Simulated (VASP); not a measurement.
Set up this calculation in VASP 6.6.1, as the native input.

* Task: relaxation of cell and atoms
* Functional: PBE
* Potentials or basis: VASP PAW PBE potentials, release 64 (Zn, Cd, Te, S)
* Cutoff: 600 eV
* k mesh: 4 × 4 × 2
* Occupations: gaussian, width 0.1 eV
* Spin: no spin polarisation
* Dipole correction: no
* Further INCAR settings: ALGO = Normal; EDIFF = 1e-07; IBRION = 2; EDIFFG = -0.04; NSW = 90; ISIF = 3

The structure of ZnCd2Te2S lies in POSCAR:

```
ZnCd2Te2S
1.0
    4.5139606800      0.0000000000      0.0000000000
    0.0000000000      4.5811557500      0.0000000000
    0.0000000000      0.0000000000      7.9343443900
Zn Cd Te S
1 2 2 1
Direct
    0.5000000000      0.5000000000      0.1648619800
    0.5000000000      0.5000000000      0.8272050000
    0.5000000000      0.0000000000      0.3401650200
    0.0000000000      0.0000000000      0.9966070000
    0.0000000000      0.5000000000      0.5034500100
    0.5000000000      0.0000000000      0.6677109900
```

The cell was generated, and may not be a known phase.

One way to write it, as run:

INCAR

```
SYSTEM = ZnCd2Te2S
PREC = Accurate
ENCUT = 600
EDIFF = 1E-7
ISMEAR = 0
SIGMA = 0.1
LREAL = .False.
LASPH = .True.
NELM = 100
ALGO = Normal
ISIF = 3
LWAVE = .False.
LCHARG = .False.
GGA = PE
IBRION = 2
NSW = 90
EDIFFG = -0.04
```

KPOINTS

```
regular mesh
0
Gamma
  4 4 2
  0 0 0
```

Potentials or basis: VASP PAW PBE potentials, release 64 (Zn, Cd, Te, S).

Run with:

```sh
$ cat potpaw_PBE.64/Zn/POTCAR potpaw_PBE.64/Cd/POTCAR potpaw_PBE.64/Te/POTCAR potpaw_PBE.64/S/POTCAR > POTCAR
$ mpirun -np 1 vasp_std > vasp.out
```

It gave:

The relaxed volume is 27.06 Å³/atom and the relaxed cell is a = 3.670 Å, b = 4.192 Å, c = 10.550 Å, α = 90.00°, β = 90.00°, γ = 90.00°. The space group after relaxing (to 0.1 Å) is Pmm2 (No. 25). The energy gained by relaxing is 294.4 meV/atom, the ionic steps are 49 and the pressure after relaxing is 0.0 GPa. The largest force after relaxing is 0.037 eV/Å. The band gap on the k mesh is zero (bands 27 and 28 overlap by 1.55 eV).

Caveat: the k points lie up to 0.43 Å⁻¹ apart in the final cell, too coarse for converged energies and pressures of a metal; a cell axis changed by over 15 % at a fixed basis, so the end point is rough; spin-orbit coupling is left out, which moves the levels of the heavy elements.

Wall time 56 min on 1 thread of Intel(R) Xeon(R) Platinum 8488C (Sapphire Rapids), on a shared host, peak memory 0.4 GiB.
